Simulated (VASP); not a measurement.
A run of VASP 6.6.1 is set up as follows.

INCAR

```
SYSTEM = Ge
PREC     = Accurate       ! precision mode
ENCUT    = 600            ! plane-wave cutoff, eV
EDIFF    = 1E-6           ! SCF threshold, eV
ISMEAR   = -1             ! smearing method
SIGMA    = 0.05           ! smearing width, eV
LREAL    = .FALSE.        ! projectors in reciprocal space
LASPH    = .TRUE.         ! aspherical terms in the spheres
NELM     = 60             ! most SCF steps
ALGO     = Normal         ! electronic algorithm
ISIF     = 3              ! what is computed and relaxed
LWAVE    = .FALSE.        ! write WAVECAR
LCHARG   = .FALSE.        ! write CHGCAR
GGA      = PS             ! functional
IVDW     = 12             ! dispersion correction
IBRION   = 2              ! ionic algorithm
NSW      = 60             ! ionic steps
EDIFFG   = -0.01          ! ionic threshold
```

KPOINTS

```
Automatic mesh
0
G
  8 8 4
  0 0 0
```

POSCAR

```
Ge
1.0
    3.9975858431      0.0000000000      0.0000000000
   -1.9987929216      3.4620108940      0.0000000000
    0.0000000000      0.0000000000      6.5993779500
Ge
4
Direct
    0.3333333333      0.6666666667      0.9370987500
    0.6666666667      0.3333333333      0.4370987500
    0.3333333333      0.6666666667      0.5629012500
    0.6666666667      0.3333333333      0.0629012500
```

Potentials or basis: VASP PAW PBE potentials, release 64 (Ge_d).

Launch:

```console
$ cat potpaw_PBE.64/Ge_d/POTCAR > POTCAR
$ mpirun -np 1 vasp_std > vasp.out
```

Task: What does it give for the relaxed cell?

Result: a = 3.963 Å, b = 3.963 Å, c = 6.529 Å, α = 90.00°, β = 90.00°, γ = 120.00°.

Task: What does it give for the band gap on the k mesh?

Result: Zero (filled and empty bands overlap).

Task: Estimate the space group after relaxing (to 0.05 Å).

Result: P6_3/mmc (No. 194).

Forces in eV/Å, atoms in the order of the input:
```
Ge   0.000  0.000  0.003
Ge   0.000  0.000  0.003
Ge   0.000  0.000 -0.003
Ge   0.000  0.000 -0.003
```

Caveat: the PAW data sets were made with another functional, which shifts forces and pressure a little.
